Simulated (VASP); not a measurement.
Here is a VASP 6.6.1 calculation.

The input INCAR:

```
ALGO = Normal ; EDIFF = 1E-6
EDIFFG = -0.01 ; ENCUT = 600
GGA = PE ; IBRION = 2
ISIF = 3 ; ISMEAR = -1
LASPH = T ; LCHARG = F
LREAL = F ; LWAVE = F
NELM = 80 ; NSW = 60
PREC = Accurate ; PSTRESS = 20.0
SIGMA = 0.05
```

Contents of KPOINTS:

```
k-points
0
Gamma
  8 8 6
```

File POSCAR:

```
CaBr
1.0
    3.9170223818      0.0000000000      0.0000000000
   -1.9585111909      3.3922408898      0.0000000000
    0.0000000000      0.0000000000      4.3410340000
Br Ca
1 1
Direct
    0.3333333333      0.6666666667      0.5000000000
    0.0000000000      0.0000000000      0.0000000000
```

Potentials or basis: VASP PAW PBE potentials, release 64 (Br, Ca_sv).

Run with:

```console
$ cat potpaw_PBE.64/Br/POTCAR potpaw_PBE.64/Ca_sv/POTCAR > POTCAR
$ mpirun -np 1 vasp_std > vasp.out
```

Q: Estimate the band gap on the k mesh.

A: Zero (an odd number of electrons rules out a gap without spin polarisation).

Q: Estimate the relaxed cell.

A: a = 3.831 Å, b = 3.831 Å, c = 4.260 Å, α = 90.00°, β = 90.00°, γ = 120.00°.

The path:
```csv
step,energy change (eV),largest force (eV/Å),pressure (GPa),volume (Å³)
1,0.0000,0.0000,0.25,57.68
2,0.0134,0.0000,1.47,55.09
3,0.0234,0.0000,1.99,54.15
```

Caveat: the cell is relaxed towards a set pressure, so the run minimises the enthalpy, not the energy; an odd number of electrons without spin polarisation forces a metal; a magnetic or distorted state may lie lower.
